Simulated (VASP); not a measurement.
# Sb (R-3m) in VASP: notebook

The runs below take Sb through relaxation of cell and atoms, with PBE.

Program: VASP 6.6.1. These are calculated values, not measurements. Logs are shortened: lines on timing, memory, paths and dates and some standing lists are left out, and cuts for length are marked.

**1. The cell of the first run**

Symmetry: R-3m, No. 166, trigonal system. The conventional cell has a = 4.308 Å, b = 4.308 Å, c = 11.274 Å, α = 90.00°, β = 90.00°, γ = 120.00°. Within 3.8 Å of Sb (site symmetry 3m) lie 6 Sb at 2.91 to 3.35 Å.

**2. Relaxation of cell and atoms, PBE, target pressure 5 GPa, at which the enthalpy is minimised**

The input, INCAR:

```
SYSTEM = Sb
ALGO = Normal
EDIFF = 1E-6
EDIFFG = -0.01
ENCUT = 600
GGA = PE
IBRION = 2
ISIF = 3
ISMEAR = -1
LASPH = .TRUE.
LCHARG = .FALSE.
LREAL = .FALSE.
LWAVE = .FALSE.
NELM = 80
NSW = 60
PREC = Accurate
PSTRESS = 50.0
SIGMA = 0.05
```

The input, KPOINTS:

```
k-points
0
G
  8 8 8
  0 0 0
```

The input, POSCAR:

```
Sb
1.0
    2.1542000000      1.2437279499      3.7580000000
   -2.1542000000      1.2437279499      3.7580000000
    0.0000000000     -2.4874558998      3.7580000000
Sb
2
Direct
    0.7665100000      0.7665100000      0.7665100000
    0.2334900000      0.2334900000      0.2334900000
```

Potentials or basis: VASP PAW PBE potentials, release 64 (Sb).

Launch:

```
$ cat potpaw_PBE.64/Sb/POTCAR > POTCAR
$ mpirun -np 1 vasp_std > vasp.out
```

OUTCAR:

```text
SYSTEM = Sb
   EDIFF = 1E-6
   EDIFFG = -0.01
   ENCUT = 600
   GGA = PE
   IBRION = 2
   ISIF = 3
   ISMEAR = -1
   LASPH = .TRUE.
   LREAL = .FALSE.
   NELM = 80
   NSW = 60
   PREC = Accurate
   PSTRESS = 50.0

 ion  position               nearest neighbor table
   1  0.767  0.767  0.767-   2 2.91   2 2.91   2 2.91   2 3.35   2 3.35   2 3.35
   2  0.233  0.233  0.233-   1 2.91   1 2.91   1 2.91   1 3.35   1 3.35   1 3.35

  LATTYP: Found a trigonal (rhomboedric) cell.
 ALAT       =     4.5066618304
 COS(alpha) =     0.5430253624

  Lattice vectors:

 A1 = (   2.1542000000,   1.2437279499,   3.7580000000)
 A2 = (  -2.1542000000,   1.2437279499,   3.7580000000)
 A3 = (   0.0000000000,  -2.4874558998,   3.7580000000)

Analysis of symmetry for initial positions (statically):
=====================================================================
 Subroutine PRICEL returns:
 Original cell was already a primitive cell.

 Routine SETGRP: Setting up the symmetry group for a
 trigonal (rhombohedral) supercell.

 Subroutine GETGRP returns: Found 12 space group operations
 (whereof 12 operations were pure point group operations)
 out of a pool of 12 trial point group operations.

The static configuration has the point symmetry D_3d.

Analysis of symmetry for dynamics (positions and initial velocities):
=====================================================================
 Subroutine PRICEL returns:
 Original cell was already a primitive cell.

 Routine SETGRP: Setting up the symmetry group for a
 trigonal (rhombohedral) supercell.

 Subroutine GETGRP returns: Found 12 space group operations
 (whereof 12 operations were pure point group operations)
 out of a pool of 12 trial point group operations.

The dynamic configuration has the point symmetry D_3d.

 Subroutine INISYM returns: Found 12 space group operations
 (whereof 12 operations are pure point group operations),
 and found     1 'primitive' translations

----------------------------------------------------------------------------------------

                                     Primitive cell

  volume of cell :      60.4115

  direct lattice vectors                    reciprocal lattice vectors
     2.154200000  1.243727950  3.758000000     0.232104726  0.134005726  0.088699663
    -2.154200000  1.243727950  3.758000000    -0.232104726  0.134005726  0.088699663
     0.000000000 -2.487455900  3.758000000     0.000000000 -0.268011452  0.088699663

  length of vectors
     4.506661830  4.506661830  4.506661830     0.282307932  0.282307932  0.282307932

  position of ions in fractional coordinates (direct lattice)
     0.766510000  0.766510000  0.766510000
     0.233490000  0.233490000  0.233490000

  ion indices of the primitive-cell ions
   primitive index   ion index
                 1           1
                 2           2

----------------------------------------------------------------------------------------

 KPOINTS: k-points

Automatic generation of k-mesh.
 Grid dimensions read from file:
 generate k-points for:    8    8    8

 Generating k-lattice:

  Cartesian coordinates                     Fractional coordinates (reciprocal lattice)
     0.029013091  0.016750716  0.011087458     0.125000000  0.000000000  0.000000000
    -0.029013091  0.016750716  0.011087458     0.000000000  0.125000000  0.000000000
     0.000000000 -0.033501431  0.011087458     0.000000000  0.000000000  0.125000000

  Length of vectors
     0.035288491  0.035288491  0.035288491

  Shift w.r.t. Gamma in fractional coordinates (k-lattice)
     0.000000000  0.000000000  0.000000000

 Subroutine IBZKPT returns following result:
 ===========================================

 Found     65 irreducible k-points:

 Following reciprocal coordinates:
            Coordinates               Weight
  0.000000  0.000000  0.000000      1.000000
  0.125000 -0.000000  0.000000      6.000000
  0.250000 -0.000000  0.000000      6.000000
  0.375000 -0.000000 -0.000000      6.000000
  0.500000 -0.000000  0.000000      3.000000
  0.125000  0.125000  0.000000      6.000000
[... 16 lines left out ...]
  0.250000  0.125000  0.125000      6.000000
  0.375000  0.125000  0.125000      6.000000
 [... further k-points ...]
   k-points           NKPTS =     65   k-points in BZ     NKDIM =     65   number of bands    NBANDS=      9
   number of dos      NEDOS =    301   number of ions     NIONS =      2
   total plane-waves  NPLWV =  46656
   dimension x,y,z NGX =    36 NGY =   36 NGZ =   36
   dimension x,y,z NGXF=    72 NGYF=   72 NGZF=   72
   ions per type =               2
   NGX,Y,Z   is equivalent  to a cutoff of  13.28, 13.28, 13.28 a.u.
   NGXF,Y,Z  is equivalent  to a cutoff of  26.56, 26.56, 26.56 a.u.
 SYSTEM =  Sb
   PREC   = accura    normal or accurate (medium, high low for compatibility)
   ISTART =      0    job   : 0-new  1-cont  2-samecut
   ICHARG =      2    charge: 1-file 2-atom 10-const
   ISPIN  =      1    spin polarized calculation?
   LNONCOLLINEAR =      F non collinear calculations
   LSORBIT =      F    spin-orbit coupling
   LASPH  =      T    aspherical Exc in radial PAW
   ENCUT  =  600.0 eV  44.10 Ry    6.64 a.u.   9.00  9.00  9.00*2*pi/ulx,y,z
   NELM   =     80;   NELMIN=  2; NELMDL= -5     # of ELM steps
   EDIFF  = 0.1E-05   stopping-criterion for ELM
   LREAL  =      F    real-space projection
   EDIFFG = -.1E-01   stopping-criterion for IOM
   NSW    =     60    number of steps for IOM
   IBRION =      2    ionic relax: 0-MD 1-quasi-New 2-CG
   NFREE  =      1    steps in history (QN), initial steepest desc. (CG)
   ISIF   =      3    stress and relaxation
   ISYM   =      2    0-nonsym 1-usesym 2-fastsym
   POTIM  = 0.5000    time-step for ionic-motion
   TEBEG  =    0.0;   TEEND  =   0.0 temperature during run
   PSTRESS=   50.0 pullay stress
   NELECT =      10.0000    total number of electrons
   NUPDOWN=      -1.0000    fix difference up-down
   EMIN   =  10.00;   EMAX   =-10.00  energy-range for DOS
   EFERMI =   0.00;   METHOD = LEGACY
   ISMEAR =    -1;   SIGMA  =   0.05  broadening in eV -4-tet -1-fermi 0-gaus
   EFERMI_NEDOS =   21; number of points for ismear=-14 and -15
   IALGO  =     38    algorithm
   IMIX   =      4    mixing-type and parameters
     AMIX     =   0.40;   BMIX     =  1.00
     AMIX_MAG =   1.60;   BMIX_MAG =  1.00
  volume/ion in A,a.u.               =      30.21       203.84
  Fermi-wavevector in a.u.,A,eV,Ry     =   0.898880  1.698637 10.993305  0.807985
  Thomas-Fermi vector in A             =   2.021644
   LORBIT       =      0    0 simple, 1 ext, 2 COOP (PROOUT), +10 PAW based schemes
   GGA     = PE    functional components
   LHFCALC =     F    Hartree Fock is set to
   AEXX    =    0.0000 exact exchange contribution
   IVDW    =     0    specifies the selected vdW correction
   LEPSILON=     F    determine dielectric tensor
   LRPA    =     F    only Hartree local field effects (RPA)
 conjugate gradient relaxation of ions
 non-spin polarized calculation
  energy-cutoff  :      600.00
  volume of cell :       60.41
 maximum number of plane-waves:      2032
   NGX = 17   NGY = 17   NGZ = 17

--------------------------------------- Ionic step        1  -------------------------------------------

 number of electron      10.0000000 magnetization

 Free energy of the ion-electron system (eV)
  ---------------------------------------------------
  ext. energy  EPLUGINS =         0.00000000
  ---------------------------------------------------
  free energy    TOTEN  =        -8.25789671 eV

  energy without entropy =       -8.25502256  energy(sigma->0) =       -8.25645963

------------------------ aborting loop because EDIFF is reached ----------------------------------------

  FORCE on cell =-STRESS in cart. coord.  units (eV):
  Direction    XX          YY          ZZ          XY          YZ          ZX
  --------------------------------------------------------------------------------------
  -------------------------------------------------------------------------------------
  Total        1.1207838      1.1207838      0.8893445      0.0000000     -0.0000000      0.0000000
  in kB       29.7243932     29.7243932     23.5863724      0.0000000     -0.0000000      0.0000000
  external PRESSURE =     -22.3216137 kB  Pullay stress =      50.0000000 kB
[... 93 lines left out ...]
  FREE ENERGIE OF THE ION-ELECTRON SYSTEM (eV)
  ---------------------------------------------------
  free  energy   TOTEN  =        -8.2007902065 eV

  energy  without entropy=       -8.1978390785  energy(sigma->0) =       -8.19931464

  enthalpy is  TOTEN    =        -6.3920092220 eV   P V=        1.8087809845

[... ionic steps 4 to 7 ...]

--------------------------------------- Ionic step        8  -------------------------------------------

 number of electron      10.0000000 magnetization

------------------------ aborting loop because EDIFF is reached ----------------------------------------

  FORCE on cell =-STRESS in cart. coord.  units (eV):
  Direction    XX          YY          ZZ          XY          YZ          ZX
  --------------------------------------------------------------------------------------
  -------------------------------------------------------------------------------------
  Total        1.7950865      1.7950865      1.6987359      0.0000000      0.0000000     -0.0000000
  in kB       50.3630139     50.3630139     47.6597965      0.0000000      0.0000000     -0.0000000
  external PRESSURE =      -0.5380586 kB  Pullay stress =      50.0000000 kB
[... 61 lines left out ...]
  enthalpy is  TOTEN    =        -6.4119064680 eV   P V=        1.7819217876

--------------------------------------- Ionic step       10  -------------------------------------------

 number of electron      10.0000000 magnetization

 Free energy of the ion-electron system (eV)
  ---------------------------------------------------
  ext. energy  EPLUGINS =         0.00000000
  ---------------------------------------------------
  free energy    TOTEN  =        -8.19362198 eV

  energy without entropy =       -8.18983600  energy(sigma->0) =       -8.19172899

 E-fermi :   7.9535     XC(G=0):  -9.7942

 val. band max:        7.8615849968   @ k =   0.5000  -0.0000   0.0000
 cond. band min:       7.9836627022   @ k =  -0.3750   0.5000   0.3750
 fundamental gap:      0.1220777054
 Fermi energy:         7.9534885580

 k-point     1 :       0.0000    0.0000    0.0000
  band No.  band energies     occupation
      1      -5.0873      2.00000
      2       3.5074      2.00000
      3       5.9350      2.00000
      4       6.0378      2.00000
      5       6.0378      2.00000
      6      10.5429      0.00000
      7      10.9315      0.00000
      8      10.9315      0.00000
      9      12.7511      0.00000
[... 265 lines left out ...]
 k-point    24 :       0.3750    0.1250    0.1250
  band No.  band energies     occupation
      1      -3.9972      2.00000
      2       0.3258      2.00000
      3       4.5585      2.00000
      4       6.6508      2.00000
      5       8.0164      0.44225
      6       8.2148      0.01070
      7       8.2836      0.00271
      8      11.2662      0.00000
      9      12.8874      0.00000

 [... further k-points ...]
[... 5 lines left out ...]
  --------------------------------------------------------------------------------------
  -------------------------------------------------------------------------------------
  Total        1.7838199      1.7838199      1.7830151      0.0000000     -0.0000000      0.0000000
  in kB       50.0611012     50.0611012     50.0385150      0.0000000     -0.0000000      0.0000000
  external PRESSURE =       0.0535725 kB  Pullay stress =      50.0000000 kB
[... 17 lines left out ...]
  FREE ENERGIE OF THE ION-ELECTRON SYSTEM (eV)
  ---------------------------------------------------
  free  energy   TOTEN  =        -8.1936219820 eV

  energy  without entropy=       -8.1898359972  energy(sigma->0) =       -8.19172899

  enthalpy is  TOTEN    =        -6.4119792771 eV   P V=        1.7816427049

 reached required accuracy - stopping structural energy minimisation
```

Wall time 92 s (1 thread of Intel Xeon Platinum 8559C (Emerald Rapids), shared host); peak memory 0.22 GiB.

Results:

| Property | Result |
| --- | --- |
| Free energy | -8.1936 eV |
| Relaxed volume | 28.55 Å³/atom |
| Relaxed cell | a = 4.363 Å, b = 4.363 Å, c = 4.363 Å, α = 58.77°, β = 58.77°, γ = 58.77° |
| Space group after relaxing (to 0.05 Å) | R-3m (No. 166) |
| Energy change on relaxing (the enthalpy is what falls) | +32.1 meV/atom |
| Ionic steps | 10 |
| Pressure after relaxing | 5.0 GPa |
| Largest force after relaxing | 0.004 eV/Å |
| Band gap on the k mesh | zero (band 5 reaches 8.02 eV, above the bottom of band 6 at 7.70 eV) |

Forces in eV/Å, atoms in the order of the input:
```
Sb   0.000  0.000 -0.004
Sb   0.000  0.000  0.004
```

Step by step:
```csv
step,energy change (eV),largest force (eV/Å),pressure (GPa),volume (Å³)
1,0.0000,0.2010,2.77,60.41
2,0.0979,0.4546,6.85,56.81
3,0.0571,0.3711,5.39,57.96
4,0.0587,0.2082,5.32,57.51
5,0.0757,0.0062,5.39,56.75
6,0.0744,0.0026,5.38,56.79
7,0.0526,0.0436,4.45,57.49
8,0.0640,0.0186,4.95,57.11
9,0.0641,0.0086,4.98,57.10
10,0.0643,0.0036,5.01,57.09
```

Final structure:
```
CELL_PARAMETERS angstrom
2.14104 1.23613 3.59520
-2.14104 1.23613 3.59520
0.00000 -2.47225 3.59520
ATOMIC_POSITIONS crystal
Sb 0.76158 0.76158 0.76158
Sb 0.23842 0.23842 0.23842
```

Caveat: the cell is relaxed towards a set pressure, so the enthalpy falls and the energy may rise; spin-orbit coupling is left out, which moves the levels of the heavy elements.

**3. Relaxation of cell and atoms, PBE, target pressure 10 GPa, at which the enthalpy is minimised**

The input, INCAR:

```
  PREC = Accurate
  ENCUT = 600
  EDIFF = 1E-7
  ISMEAR = -1
  SIGMA = 0.05
  LREAL = False
  LASPH = True
  NELM = 80
  ALGO = Normal
  ISIF = 3
  LWAVE = False
  LCHARG = False
  GGA = PE
  IBRION = 2
  NSW = 60
  EDIFFG = -0.01
  PSTRESS = 100.0
```

The input, KPOINTS:

```
regular mesh
0
Gamma
  8 8 8
```

POSCAR is that of step 2.

Potentials or basis: VASP PAW PBE potentials, release 64 (Sb).

Launch:

```
$ cat potpaw_PBE.64/Sb/POTCAR > POTCAR
$ mpirun -np 1 vasp_std > vasp.out
```

It took 2.4 min on 1 thread of Intel Xeon Platinum 8559C (Emerald Rapids), shared host; peak memory 0.23 GiB.

The run converged. Its results:

| Item | Value |
| --- | --- |
| Free energy | -8.0184 eV |
| Relaxed volume | 26.63 Å³/atom |
| Relaxed cell | a = 4.237 Å, b = 4.237 Å, c = 4.237 Å, α = 59.55°, β = 59.55°, γ = 59.55° |
| Space group after relaxing (to 0.05 Å) | R-3m (No. 166) |
| Energy change on relaxing (the enthalpy is what falls) | +119.8 meV/atom |
| Ionic steps | 12 |
| Pressure after relaxing | 10.0 GPa |
| Largest force after relaxing | 0.009 eV/Å |
| Band gap on the k mesh | zero (band 5 reaches 8.78 eV, above the bottom of band 6 at 8.30 eV) |

Forces in eV/Å, atoms in the order of the input:
```
Sb   0.000  0.000 -0.009
Sb   0.000  0.000  0.009
```

Step by step:
```csv
step,energy change (eV),largest force (eV/Å),pressure (GPa),volume (Å³)
1,0.0000,0.2010,2.76,60.41
2,0.7495,1.4598,22.62,49.25
3,0.2042,0.7371,10.04,54.92
4,0.2110,0.7493,10.22,54.81
5,0.2179,0.4247,10.36,54.02
6,0.2570,0.1312,10.89,53.04
7,0.2724,0.0734,11.11,52.77
8,0.1747,0.0694,8.02,54.41
9,0.2331,0.0175,9.94,53.37
10,0.2344,0.0149,9.95,53.34
11,0.2387,0.0131,9.99,53.27
12,0.2395,0.0090,10.00,53.25
```

Final structure:
```cif
data_structure
_symmetry_space_group_name_H-M 'P 1'
_symmetry_Int_Tables_number 1
_cell_length_a 4.2374
_cell_length_b 4.2374
_cell_length_c 4.2374
_cell_angle_alpha 59.552
_cell_angle_beta 59.552
_cell_angle_gamma 59.552
_cell_volume 53.25
loop_
_atom_site_label
_atom_site_type_symbol
_atom_site_fract_x
_atom_site_fract_y
_atom_site_fract_z
_atom_site_occupancy
Sb1 Sb 0.75743 0.75743 0.75743 1
Sb2 Sb 0.24257 0.24257 0.24257 1
```

Levels at points of the mesh, in eV from the Fermi level:
```csv
k point,band 3,band 4,band 5,band 6,band 7,band 8
"(0.00, 0.00, 0.00)",-1.96,-1.92,-1.92,3.16,3.38,3.38
"(0.50, 0.00, 0.00)",-1.36,-1.19,-0.49,-0.22,0.20,0.45
"(0.50, 0.50, 0.00)",-6.33,-4.15,-4.14,1.57,5.90,6.00
"(0.50, 0.50, 0.50)",-1.09,-1.09,-0.44,-0.44,0.01,0.79
```

Caveat: the cell is relaxed towards a set pressure, so the enthalpy falls and the energy may rise; spin-orbit coupling is left out, which moves the levels of the heavy elements.

**4. Relaxation of cell and atoms, PBE, target pressure 20 GPa, at which the enthalpy is minimised**

The input, INCAR:

```
SYSTEM = Sb
PREC = Accurate
ENCUT = 600
EDIFF = 1E-6
ISMEAR = -1
SIGMA = 0.05
LREAL = .False.
LASPH = .True.
NELM = 60
ALGO = Normal
ISIF = 3
LWAVE = .False.
LCHARG = .False.
GGA = PE
IBRION = 2
NSW = 60
EDIFFG = -0.01
PSTRESS = 200.0
```

The input, KPOINTS:

```
Automatic mesh
0
Gamma
  8 8 8
  0 0 0
```

POSCAR is that of step 3.

Launch:

```
$ cat potpaw_PBE.64/Sb/POTCAR > POTCAR
$ mpirun -np 1 vasp_std > vasp.out
```

It took 2.7 min on 1 thread of Intel Xeon Platinum 8559C (Emerald Rapids), shared host; peak memory 0.23 GiB.

The run converged. Its results:

| Item | Value |
| --- | --- |
| Free energy | -7.5774 eV |
| Relaxed volume | 24.14 Å³/atom |
| Relaxed cell | a = 4.090 Å, b = 4.090 Å, c = 4.090 Å, α = 59.90°, β = 59.90°, γ = 59.90° |
| Space group after relaxing (to 0.05 Å) | Pm-3m (No. 221) |
| Energy change on relaxing (the enthalpy is what falls) | +340.2 meV/atom |
| Ionic steps | 17 |
| Pressure after relaxing | 20.0 GPa |
| Band gap on the k mesh | zero (band 5 reaches 10.47 eV, above the bottom of band 6 at 9.20 eV) |

Step by step:
```tsv
step	energy change (eV)	largest force (eV/Å)	pressure (GPa)	volume (Å³)
1	0.0000	0.2010	2.77	60.41
2	5.0309	4.9025	100.11	36.23
3	0.5345	1.2849	17.99	51.13
4	0.6070	1.3784	19.56	50.50
5	0.6377	1.4170	20.21	50.25
6	0.6575	0.7191	20.59	49.03
7	0.7441	0.3607	21.70	47.93
8	1.0824	0.4802	28.88	45.73
9	0.8001	0.2252	22.77	47.43
10	0.4455	0.0273	14.41	50.49
11	0.6645	0.1395	19.68	48.43
12	0.6671	0.1411	19.72	48.41
13	0.6736	0.0978	19.87	48.35
14	0.6930	0.0063	20.30	48.18
15	0.6904	0.0063	20.23	48.20
16	0.6520	0.0118	19.35	48.51
17	0.6805	0.0014	20.00	48.28
```

Final structure:
```xyz
2
Lattice="2.0419 1.1789 3.3424 -2.0419 1.1789 3.3424 0.0000 -2.3578 3.3424" Properties=species:S:1:pos:R:3 pbc="T T T"
Sb    0.0000    0.0000    7.5206
Sb    0.0000    0.0000    2.5065
```

Levels at points of the mesh, in eV from the Fermi level:
```
           k point  band 3  band 4  band 5  band 6  band 7  band 8
(0.00, 0.00, 0.00)   -2.14   -2.10   -2.10    3.75    3.75    3.76
(0.50, 0.00, 0.00)   -0.95   -0.94   -0.93   -0.93    0.51    0.51
(0.50, 0.50, 0.00)   -7.24   -4.64   -4.62    1.27    6.56    6.56
(0.50, 0.50, 0.50)   -0.92   -0.92   -0.92   -0.92    0.53    0.54
```

Caveat: the cell is relaxed towards a set pressure, so the enthalpy falls and the energy may rise; the volume moved by over 15 % at a fixed basis, so the end points are rough; spin-orbit coupling is left out, which moves the levels of the heavy elements.

**5. The runs side by side**

| cell | gap on the mesh (eV) | pressure (GPa) |
| --- | --- | --- |
| relaxed to 5 GPa | none | 5.0 |
| relaxed to 10 GPa | none | 10.0 |
| relaxed to 20 GPa | none | 20.0 |

Alike in all rows: task relaxation of cell and atoms; level PBE; potentials or basis VASP PAW PBE potentials, release 64 (Sb); no spin polarisation; k mesh 8 × 8 × 8; cutoff (eV) 600; smearing fermi-dirac 0.05 eV.

Caveats: the cell is relaxed towards a set pressure, so the enthalpy falls and the energy may rise; spin-orbit coupling is left out, which moves the levels of the heavy elements; the volume moved by over 15 % at a fixed basis, so the end points are rough (some runs).

Total energies depend on the potentials used, so only differences within one code and one set of settings carry meaning.
